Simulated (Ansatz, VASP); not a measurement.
## One calculation of ZrC, two programs

The input INCAR:

```
SYSTEM = ZrC
PREC = Accurate
ENCUT = 520
EDIFF = 1E-8
ISMEAR = -1
SIGMA = 0.05
LREAL = .FALSE.
LASPH = .TRUE.
NELM = 100
ALGO = Normal
ISIF = 2
LWAVE = .FALSE.
LCHARG = .FALSE.
GGA = PS
LEFG = .TRUE.
NBANDS = 15
```

File KPOINTS:

```
regular mesh
0
G
  15 15 15
  0 0 0
```

Contents of POSCAR:

```
ZrC
1.0
    0.0000000000      2.3184465117      2.3184465117
    2.3184465117      0.0000000000      2.3184465117
    2.3184465117      2.3184465117      0.0000000000
Zr C
1 1
Direct
    0.5000000000      0.5000000000      0.5000000000
    0.0000000000      0.0000000000      0.0000000000
```

Input for Ansatz:

```yaml
crystal:
  lattice:
    - [0.0, 2.3184465117, 2.3184465117]
    - [2.3184465117, 0.0, 2.3184465117]
    - [2.3184465117, 2.3184465117, 0.0]
  atoms:
    - { symbol: Zr, position: [0.5, 0.5, 0.5] }
    - { symbol: C, position: [0.0, 0.0, 0.0] }
kpoints:
  mp_grid: { grid: [15, 15, 15] }
scf:
  occupations: { method: fermi_dirac, width: 0.05 }
hamiltonian:
  xc: pbesol
  pseudopotentials: { kind: paw }
output:
  forces: true
  stress: true
  eigenvalues: true
  efg: { contact_densities: true }
  write_density: true
  write_potential: true
  elf: true
  volumetric_format: npy
```

Change from the starting cell: functional pbesol, volume scaled by 0.96, PAW files.

Alike in both runs: task electric field gradients; functional PBEsol; k mesh 15 × 15 × 15; occupations fermi-dirac, width 0.05 eV; no spin polarisation.

```csv
,VASP,Ansatz
version,VASP 6.6.1,Ansatz 0.2.0
potentials or method,"VASP PAW PBE potentials, release 64 (Zr_sv, C)","PAW with Ansatz's default frozen-core files, scalar-relativistic"
plane-wave cutoff (eV),520,420
valence electrons in the cell,16,16
```

VASP gave:

* pressure (GPa): 5.5

Which values does Ansatz return?

Pressure (GPa): 5.1.

VASP's potentials were made for PBE, not for PBEsol. The functional is the same, so the differences come from potentials, cutoffs and numerics.
